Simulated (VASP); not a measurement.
## MoS2: single point with PBE

Crystal: MoS2.

```
Mo S
1.0
     3.17303    0.00000    0.00000
    -1.58651    2.74792    0.00000
     0.00000    0.00000   12.43573
Mo S
2 4
Direct
  0.66667 0.33333 0.25000
  0.33333 0.66667 0.75000
  0.33333 0.66667 0.37510
  0.66667 0.33333 0.87510
  0.33333 0.66667 0.12490
  0.66667 0.33333 0.62490
```

| Item | Value |
| --- | --- |
| Program | VASP 6.6.1 |
| Task | single point |
| Functional | PBE |
| Potentials or basis | VASP PAW PBE potentials, release 64 (Mo_sv, S) |
| Cutoff | 520 eV |
| k mesh | 12 × 12 × 2 |
| Occupations | fermi-dirac, width 0.02 eV |
| Spin | non-collinear spin, zero start, spin-orbit coupling |
| Starting moments | [[0.0, 0.0, 0.0], [0.0, 0.0, 0.0], [0.0, 0.0, 0.0], [0.0, 0.0, 0.0], [0.0, 0.0, 0.0], [0.0, 0.0, 0.0]] μB |
| Dipole correction | no |
| Further INCAR settings | ALGO = Normal; EDIFF = 1e-06; NBANDS = 68 |

```
Pressure                                              : 2.3 GPa
Largest force                                         : 0.100 eV/Å
Net moment                                            : 0.00 μB per cell
Valence electrons inside the program's atomic spheres : Mo 12.47; S 3.71
```

Forces in eV/Å, atoms in the order of the input:
```
Mo   0.000  0.000  0.000
Mo   0.000  0.000  0.000
S    0.000  0.000  0.100
S    0.000  0.000  0.100
S    0.000  0.000 -0.100
S    0.000  0.000 -0.100
```

Stress tensor (GPa, compression positive):
```
1.84 0.00 0.00
0.00 1.84 0.00
0.00 0.00 3.18
```

Moments on the atoms (μB; x, y, z):
```
Mo  0.00 0.00 0.00
Mo  0.00 0.00 0.00
S   0.00 0.00 0.00
S   0.00 0.00 0.00
S   0.00 0.00 0.00
S   0.00 0.00 0.00
```

It took 5.7 min on 1 thread of Intel(R) Xeon(R) 6975P-C (Granite Rapids), with other jobs on the host, peak memory 0.66 GiB.

Caveat: this functional lacks dispersion, which binds layers or chains, so the pressure and a relaxed spacing across them are unreliable.
